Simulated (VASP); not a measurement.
Wanted: the native input for a VASP 6.6.1 run.

```yaml
Task: single point
Functional: PBE
Potentials_or_basis: VASP PAW PBE potentials, release 64 (K_sv, Br)
Cutoff: 520 eV
k_mesh: 6 × 6 × 4
Occupations: gaussian, width 0.02 eV
Spin: no spin polarisation
Dipole_correction: no
Further_INCAR_settings: ALGO = Normal; EDIFF = 1e-06; NBANDS = 24
```

The structure of KBr lies in POSCAR:

```
KBr
1.0
    3.4504662622      3.4504662622      0.0000000000
   -3.3248424905      3.3248424905      0.0000000000
    0.0000000000      0.0000000000      6.6496849811
K Br
2 2
Direct
    0.0000000000      0.0000000000      0.0000000000
    0.5000000000      0.5000000000      0.5000000000
    0.5000000000      0.5000000000      0.0000000000
    0.0000000000      0.0000000000      0.5000000000
```

This cell differs from its parent crystal: uniaxial strain along a: +3.0 %.

The input as run:

INCAR

```
ALGO = Normal
EDIFF = 1E-6
ENCUT = 520
GGA = PE
ISIF = 2
ISMEAR = 0
LASPH = T
LCHARG = F
LREAL = F
LWAVE = F
NBANDS = 24
NELM = 60
PREC = Accurate
SIGMA = 0.02
```

KPOINTS

```
k-points
0
Gamma
  6 6 4
```

Potentials or basis: VASP PAW PBE potentials, release 64 (K_sv, Br).

Command:

```sh
$ cat potpaw_PBE.64/K_sv/POTCAR potpaw_PBE.64/Br/POTCAR > POTCAR
$ mpirun -np 1 vasp_std > vasp.out
```

Results of the run:

- Pressure: -0.1 GPa
- Band gap on the k mesh: 4.24 eV

Caveat: the cell differs from its parent crystal (uniaxial strain along a: +3.0 %).

It took 110 s on 1 thread of Intel(R) Xeon(R) Platinum 8259CL CPU @ 2.50GHz (Skylake/Cascade Lake), on a shared host, peak memory 0.32 GiB.
